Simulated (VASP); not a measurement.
# BN (R3m) in VASP: further runs, part 2 of 3

VASP 6.6.1. Earlier steps stand in the parts before.

## (4) Phonons, PBE+D3(BJ)

This run uses another cell than the first one, of 7.76 Å³/atom, 1.176 times its volume.

Contents of INCAR:

```
PREC     = Accurate       # precision mode
ENCUT    = 520            # plane-wave cutoff, eV
EDIFF    = 1E-8           # SCF threshold, eV
ISMEAR   = 0              # smearing method
SIGMA    = 0.01           # smearing width, eV
LREAL    = False          # projectors in reciprocal space
LASPH    = True           # aspherical terms in the spheres
NELM     = 60             # most SCF steps
ALGO     = Normal         # electronic algorithm
ISIF     = 2              # what is computed and relaxed
LWAVE    = False          # write WAVECAR
LCHARG   = False          # write CHGCAR
GGA      = PE             # functional
IVDW     = 12             # dispersion correction
IBRION   = 6              # ionic algorithm
NFREE    = 2            
POTIM    = 0.015          # step
NSW      = 1              # ionic steps
```

Contents of KPOINTS:

```
regular mesh
0
Gamma
  12 12 12
```

Contents of POSCAR:

```
BN
1.0
    1.2448739562      0.7187283137      2.8924666686
   -1.2448739562      0.7187283137      2.8924666686
    0.0000000000     -1.4374566275      2.8924666686
B N
1 1
Direct
    1.0002653504      1.0002653504      1.0002653504
    0.3321676496      0.3321676496      0.3321676496
```

Potentials or basis: VASP PAW PBE potentials, release 64 (B, N).

The run is started by

```bash
$ cat potpaw_PBE.64/B/POTCAR potpaw_PBE.64/N/POTCAR > POTCAR
$ mpirun -np 1 vasp_std > vasp.out
```

OUTCAR:

```text
PREC = Accurate
   ENCUT = 520
   EDIFF = 1E-8
   ISMEAR = 0
   LREAL = False
   LASPH = True
   NELM = 60
   ISIF = 2
   GGA = PE
   IVDW = 12
   IBRION = 6
   NFREE = 2
   POTIM = 0.015
   NSW = 1
 IVDW          = 12

 ion  position               nearest neighbor table
   1  0.000  0.000  0.000-   2 1.44   2 1.44   2 1.44
   2  0.332  0.332  0.332-   1 1.44   1 1.44   1 1.44

  LATTYP: Found a trigonal (rhomboedric) cell.
 ALAT       =     3.2299605237
 COS(alpha) =     0.7029111660

  Lattice vectors:

 A1 = (   1.2448739562,   0.7187283137,   2.8924666686)
 A2 = (  -1.2448739562,   0.7187283137,   2.8924666686)
 A3 = (   0.0000000000,  -1.4374566275,   2.8924666686)

Analysis of symmetry for initial positions (statically):
=====================================================================
 Subroutine PRICEL returns:
 Original cell was already a primitive cell.

 Routine SETGRP: Setting up the symmetry group for a
 trigonal (rhombohedral) supercell.

 Subroutine GETGRP returns: Found  6 space group operations
 (whereof  6 operations were pure point group operations)
 out of a pool of 12 trial point group operations.

The static configuration has the point symmetry C_3v.

Analysis of symmetry for dynamics (positions and initial velocities):
=====================================================================
 Subroutine PRICEL returns:
 Original cell was already a primitive cell.

 Routine SETGRP: Setting up the symmetry group for a
 trigonal (rhombohedral) supercell.

[... 158 lines left out ...]

 E8    (eV) :    -0.0997
[... 311 lines left out ...]
--------------------------------------- Ionic step        9  -------------------------------------------

 number of electron       8.0000001 magnetization

 Free energy of the ion-electron system (eV)
  ---------------------------------------------------
  ext. energy  EPLUGINS =         0.00000000
  ---------------------------------------------------
  free energy    TOTEN  =       -17.47457016 eV

  energy without entropy =      -17.47457016  energy(sigma->0) =      -17.47457016

 E-fermi :   3.7381     XC(G=0): -11.0330

 val. band max:        3.6691794004   @ k =  -0.1667   0.4167   0.0833
 cond. band min:       7.5360887182   @ k =   0.5000   0.5000  -0.0000
 fundamental gap:      3.8669093178
 Fermi energy:         3.7380892022

 k-point     1 :       0.0000    0.0000    0.0000
  band No.  band energies     occupation
      1     -14.5948      2.00000
      2       0.3952      2.00000
      3       2.3083      2.00000
      4       2.3083      2.00000
      5       9.9274      0.00000
      6      15.3871      0.00000
      7      15.3871      0.00000
      8      16.9862      0.00000
[... 243 lines left out ...]
 k-point    24 :      -0.4167    0.1667    0.0000
  band No.  band energies     occupation
      1     -10.9021      2.00000
      2      -5.2398      2.00000
      3      -1.8227      2.00000
      4       3.4116      2.00000
      5       8.9177      0.00000
      6      15.4998      0.00000
      7      17.7990      0.00000
      8      18.8480      0.00000

 [... further k-points ...]

------------------------ aborting loop because EDIFF is reached ----------------------------------------

 Edisp (eV)   -0.33596

 E8    (eV) :    -0.0997
[... 25 lines left out ...]
  FREE ENERGIE OF THE ION-ELECTRON SYSTEM (eV)
  ---------------------------------------------------
  free  energy   TOTEN  =       -17.8105255435 eV

  energy  without entropy=      -17.8105255435  energy(sigma->0) =      -17.81052554

 INTERNAL STRAIN TENSORS FROM DISPLACED ATOMS
 ============================================

 INTERNAL STRAIN TENSOR FOR ION    1 for displacements in x,y,z  (eV/Angst):
          X           Y           Z          XY          YZ          ZX
  --------------------------------------------------------------------------------
  x     0.00000     0.00000     0.00000   -13.88432    -0.00000    -0.27577
  y   -13.88432    13.88432     0.00000     0.00000    -0.27577     0.00000
  z     0.28933     0.28933    -1.69582     0.00000     0.00000    -0.00000

 INTERNAL STRAIN TENSOR FOR ION    2 for displacements in x,y,z  (eV/Angst):
          X           Y           Z          XY          YZ          ZX
  --------------------------------------------------------------------------------
  x    -0.00000     0.00000     0.00000    13.87799     0.00000     0.27589
  y    13.87799   -13.87799    -0.00000     0.00000     0.27590     0.00000
  z    -0.29003    -0.29003     1.69606     0.00000    -0.00000     0.00000

 Eigenvectors and eigenvalues of the dynamical matrix
 ----------------------------------------------------

   1 f  =   41.648515 THz   261.685335 2PiTHz 1389.244908 cm-1   172.244339 meV
             X         Y         Z           dx          dy          dz
      0.000000 -0.000000  0.002303     0.000003    0.751175   -0.000000
      0.000000 -0.000000  2.882352    -0.000003   -0.660103    0.000000
[... 21 lines left out ...]
   6 f/i=    0.000832 THz     0.005227 2PiTHz    0.027750 cm-1     0.003441 meV
             X         Y         Z           dx          dy          dz
      0.000000 -0.000000  0.002303    -0.000000   -0.000000   -0.660059
      0.000000 -0.000000  2.882352    -0.000000   -0.000000   -0.751214

 ELASTIC MODULI CONTR FROM IONIC RELAXATION (kBar)
 Direction    XX          YY          ZZ          XY          YZ          ZX
 --------------------------------------------------------------------------------
 XX        -459.9575    458.4153      4.5146     -0.0000     -9.1245     -0.0000
 YY         458.4153   -459.9575      4.5146      0.0000      9.1245      0.0000
 ZZ           4.5146      4.5146    -26.4314      0.0000      0.0000      0.0000
 XY          -0.0000      0.0000      0.0000   -459.1864     -0.0000     -9.1245
 YZ          -9.1245      9.1245      0.0000     -0.0000     -0.1813     -0.0000
 ZX          -0.0000      0.0000      0.0000     -9.1245     -0.0000     -0.1813
 --------------------------------------------------------------------------------
```

OSZICAR:

```text
N       E                     dE             d eps       ncg     rms          rms(c)
DAV:   1     0.124515886539E+02    0.12452E+02   -0.50272E+03  3080   0.962E+02
DAV:   2    -0.188426952393E+02   -0.31294E+02   -0.30057E+02  4096   0.175E+02
DAV:   3    -0.191977472870E+02   -0.35505E+00   -0.35505E+00  3680   0.236E+01
[... 89 lines left out ...]
DAV:   3    -0.174745549653E+02    0.82441E-03   -0.40248E-03  3584   0.570E-01    0.289E-02
DAV:   4    -0.174745674366E+02   -0.12471E-04   -0.20208E-04  3424   0.158E-01    0.108E-02
DAV:   5    -0.174745695008E+02   -0.20643E-05   -0.25436E-06  4704   0.172E-02    0.512E-03
DAV:   6    -0.174745701575E+02   -0.65661E-06   -0.94801E-07  3272   0.981E-03    0.796E-04
DAV:   7    -0.174745701590E+02   -0.15411E-08   -0.63952E-08  4328   0.267E-03
   9 F= -.17810526E+02 E0= -.17810526E+02  d E =-.934275E-25
```

stdout:

```text
POSCAR found type information on POSCAR B N
 POSCAR found :  2 types and       2 ions
 scaLAPACK will be used
 LDA part: xc-table for (Slater+PW92), standard interpolation
 POSCAR, INCAR and KPOINTS ok, starting setup
 FFT: planning ... GRIDC
 FFT: planning ... GRID_SOFT
 FFT: planning ... GRID
 WAVECAR not read
 entering main loop
 Found     4 degrees of freedom:
 Finite differences POTIM= 0.01500 DOF=   4
 bond charge predicted
 Finite differences progress:
 bond charge predicted
 Finite differences progress:
 bond charge predicted
 Finite differences progress:
 bond charge predicted
 Finite differences progress:
 bond charge predicted
 Finite differences progress:
 bond charge predicted
 Finite differences progress:
 bond charge predicted
 Finite differences progress:
 bond charge predicted
 Finite differences progress:
```

It took 9.2 min on 1 thread of AMD EPYC 7R43 (Zen 3), shared host; peak memory 0.3 GiB.

Results:

* Highest phonon frequency at Γ, LO-TO splitting left out: 1389 cm⁻¹
* Dispersion energy per atom: -0.168 eV

Phonon frequencies in cm⁻¹ (negative: imaginary):
```
              q point          frequencies
(0.000, 0.000, 0.000)  0 0 0 707 1389 1389
```

Caveat: the cell wasn't relaxed at this level first, which shifts response properties.

## (5) Phonons, PBE+D3(BJ)

This run uses another cell than the first one, of 8.32 Å³/atom, 1.261 times its volume.

Contents of INCAR:

```
PREC = Accurate
ENCUT = 520
EDIFF = 1E-8
ISMEAR = 0
SIGMA = 0.01
LREAL = False
LASPH = True
NELM = 100
ALGO = Normal
ISIF = 2
LWAVE = False
LCHARG = False
GGA = PE
IVDW = 12
IBRION = 6
NFREE = 2
POTIM = 0.015
NSW = 1
```

Contents of KPOINTS:

```
Automatic mesh
0
Gamma
  12 12 12
```

Contents of POSCAR:

```
BN
1.0
    1.2496370479      0.7214782860      3.0766773540
   -1.2496370479      0.7214782860      3.0766773540
    0.0000000000     -1.4429565720      3.0766773540
B N
1 1
Direct
    0.9998909956      0.9998909956      0.9998909956
    0.3325420044      0.3325420044      0.3325420044
```

Potentials or basis: VASP PAW PBE potentials, release 64 (B, N).

The run is started by

```bash
$ cat potpaw_PBE.64/B/POTCAR potpaw_PBE.64/N/POTCAR > POTCAR
$ mpirun -np 1 vasp_std > vasp.out
```

OUTCAR:

```text
PREC = Accurate
   ENCUT = 520
   EDIFF = 1E-8
   ISMEAR = 0
   LREAL = False
   LASPH = True
   NELM = 100
   ISIF = 2
   GGA = PE
   IVDW = 12
   IBRION = 6
   NFREE = 2
   POTIM = 0.015
   NSW = 1
 IVDW          = 12

 ion  position               nearest neighbor table
   1  1.000  1.000  1.000-   2 1.44   2 1.44   2 1.44
   2  0.333  0.333  0.333-   1 1.44   1 1.44   1 1.44
[... 832 lines left out ...]
  x     0.00000     0.00000     0.00000   -13.00729     0.00000    -0.08603
  y   -13.00729    13.00729     0.00000    -0.00000    -0.08603     0.00000
  z     0.18220     0.18220    -0.93103     0.00000     0.00000     0.00000

 INTERNAL STRAIN TENSOR FOR ION    2 for displacements in x,y,z  (eV/Angst):
          X           Y           Z          XY          YZ          ZX
  --------------------------------------------------------------------------------
  x     0.00000     0.00000     0.00000    13.00040     0.00000     0.08552
  y    13.00040   -13.00040     0.00000     0.00000     0.08553     0.00000
  z    -0.18401    -0.18401     0.92984     0.00000     0.00000     0.00000

 Eigenvectors and eigenvalues of the dynamical matrix
 ----------------------------------------------------

   1 f  =   41.025919 THz   257.773449 2PiTHz 1368.477342 cm-1   169.669490 meV
             X         Y         Z           dx          dy          dz
      0.000000  0.000000  9.229026    -0.000007    0.751180    0.000000
      0.000000  0.000000  3.069373     0.000006   -0.660098   -0.000000
[... 21 lines left out ...]
   6 f/i=    0.000525 THz     0.003298 2PiTHz    0.017507 cm-1     0.002171 meV
             X         Y         Z           dx          dy          dz
      0.000000  0.000000  9.229026    -0.658606    0.044353   -0.000000
      0.000000  0.000000  3.069373    -0.749482    0.050473   -0.000000

 ELASTIC MODULI CONTR FROM IONIC RELAXATION (kBar)
 Direction    XX          YY          ZZ          XY          YZ          ZX
 --------------------------------------------------------------------------------
 XX        -387.7349    387.1978      1.3646     -0.0000     -2.5558     -0.0000
 YY         387.1978   -387.7349      1.3646      0.0000      2.5558      0.0000
 ZZ           1.3646      1.3646     -6.9343      0.0000      0.0000      0.0000
 XY          -0.0000      0.0000      0.0000   -387.4663     -0.0000     -2.5558
 YZ          -2.5558      2.5558      0.0000     -0.0000     -0.0169     -0.0000
 ZX          -0.0000      0.0000      0.0000     -2.5558     -0.0000     -0.0169
 --------------------------------------------------------------------------------
```

OSZICAR:

```text
N       E                     dE             d eps       ncg     rms          rms(c)
DAV:   1     0.120212231196E+02    0.12021E+02   -0.49478E+03  3136   0.953E+02
DAV:   2    -0.188803860555E+02   -0.30902E+02   -0.29646E+02  4120   0.174E+02
DAV:   3    -0.192757885560E+02   -0.39540E+00   -0.39540E+00  3664   0.241E+01
[... 89 lines left out ...]
DAV:   3    -0.175367914053E+02    0.81423E-03   -0.40367E-03  3760   0.564E-01    0.288E-02
DAV:   4    -0.175368054718E+02   -0.14066E-04   -0.19555E-04  3424   0.153E-01    0.102E-02
DAV:   5    -0.175368074944E+02   -0.20227E-05   -0.22359E-06  4640   0.158E-02    0.500E-03
DAV:   6    -0.175368082070E+02   -0.71260E-06   -0.83960E-07  3280   0.909E-03    0.650E-04
DAV:   7    -0.175368082079E+02   -0.88130E-09   -0.48803E-08  4632   0.230E-03
   9 F= -.17847442E+02 E0= -.17847442E+02  d E =-.385945E-13
```

It took 19 min on 1 thread of AMD EPYC 7R43 (Zen 3), shared host; peak memory 0.32 GiB.

What came out:

```
Highest phonon frequency at Γ, LO-TO splitting left out : 1368 cm⁻¹
Dispersion energy per atom                              : -0.155 eV
```

Phonon frequencies in cm⁻¹ (negative: imaginary):
| q point | frequencies |
| --- | --- |
| (0.000, 0.000, 0.000) | 0 0 0 732 1368 1368 |

Caveat: the cell wasn't relaxed at this level first, which shifts response properties.

(Continued in part 3 of 3.)
